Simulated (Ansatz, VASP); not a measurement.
**TePb in VASP and in Ansatz**

Contents of INCAR:

```
SYSTEM = TePb
PREC     = Accurate       ! precision mode
ENCUT    = 520            ! plane-wave cutoff, eV
EDIFF    = 1E-7           ! SCF threshold, eV
ISMEAR   = 0              ! smearing method
SIGMA    = 0.01           ! smearing width, eV
LREAL    = .FALSE.        ! projectors in reciprocal space
LASPH    = .TRUE.         ! aspherical terms in the spheres
NELM     = 100            ! most SCF steps
ALGO     = Normal         ! electronic algorithm
ISIF     = 2              ! what is computed and relaxed
LWAVE    = .FALSE.        ! write WAVECAR
LCHARG   = .FALSE.        ! write CHGCAR
GGA      = PE             ! functional
NBANDS   = 17             ! bands
```

The input KPOINTS:

```
Automatic mesh
0
G
  4 4 4
  0 0 0
```

File POSCAR:

```
TePb
1.0
    0.0000000000      3.6414940629      3.6414940629
    3.6414940629      0.0000000000      3.6414940629
    3.6414940629      3.6414940629      0.0000000000
Pb Te
1 1
Direct
    0.0000000000      0.0000000000      0.0000000000
    0.2500000000      0.2500000000      0.2500000000
```

Input for Ansatz:

```yaml
crystal:
  lattice:
    - [0.0, 3.6414940629, 3.6414940629]
    - [3.6414940629, 0.0, 3.6414940629]
    - [3.6414940629, 3.6414940629, 0.0]
  atoms:
    - { symbol: Pb, position: [0.0, 0.0, 0.0] }
    - { symbol: Te, position: [0.25, 0.25, 0.25] }
kpoints:
  mp_grid: { grid: [4, 4, 4] }
hamiltonian:
  xc: pbe
scf:
  occupations: { method: fixed }
  n_extra_bands: 4
output:
  forces: true
  stress: true
  eigenvalues: true
  write_density: true
  write_potential: true
  elf: true
  volumetric_format: npy
```

Alike in both runs: task single point; functional PBE; k mesh 4 × 4 × 4; no spin polarisation.

```csv
,VASP,Ansatz
version,VASP 6.6.1,Ansatz 0.2.0
potentials or method,"VASP PAW PBE potentials, release 64 (Pb_d, Te)","plane waves, PAW"
plane-wave cutoff (eV),520,420
occupations,"gaussian, width 0.01 eV",fixed
valence electrons in the cell,20,30
```

|  | VASP | Ansatz | Ansatz less VASP |
| --- | --- | --- | --- |
| gap on the k mesh at the Fermi level (eV) | 0.59 | 0.59 | 0.000 |
| pressure (GPa) | 0.5 | 0.5 | +0.03 |

VASP's potentials hold 20 valence electrons a cell and Ansatz's 30, so a difference there can come from the potentials and not from the codes.

Neither program's run includes spin-orbit coupling.
